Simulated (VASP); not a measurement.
A run of VASP 6.6.1 is set up as follows.

Contents of INCAR:

```
SYSTEM = PbS
  PREC = Accurate
  ENCUT = 520
  EDIFF = 1E-6
  ISMEAR = -1
  SIGMA = 0.05
  LREAL = .False.
  LASPH = .True.
  NELM = 100
  ALGO = Normal
  ISIF = 2
  LWAVE = .False.
  LCHARG = .True.
  GGA = RP
  LELF = .True.
  LVHAR = .True.
  NBANDS = 17
```

Contents of KPOINTS:

```
Automatic mesh
0
Gamma
  8 8 8
  0 0 0
```

File POSCAR:

```
PbS
1.0
    0.0000000000      2.9458450378      2.9458450378
    2.9458450378      0.0000000000      2.9458450378
    2.9458450378      2.9458450378      0.0000000000
Pb S
1 1
Direct
    0.0000000000      0.0000000000      0.0000000000
    0.5000000000      0.5000000000      0.5000000000
```

Potentials or basis: VASP PAW PBE potentials, release 64 (Pb_d, S).

Launch:

```sh
$ cat potpaw_PBE.64/Pb_d/POTCAR potpaw_PBE.64/S/POTCAR > POTCAR
$ mpirun -np 1 vasp_std > vasp.out
```

Estimate the band gap on the k mesh.

0.38 eV.

Predict the pressure.

5.5 GPa.

Caveat: the cell stands under pressure; the PAW data sets were made with another functional, which shifts forces and pressure a little; spin-orbit coupling is left out, which moves the levels of the heavy elements. A k mesh can miss the band edges.
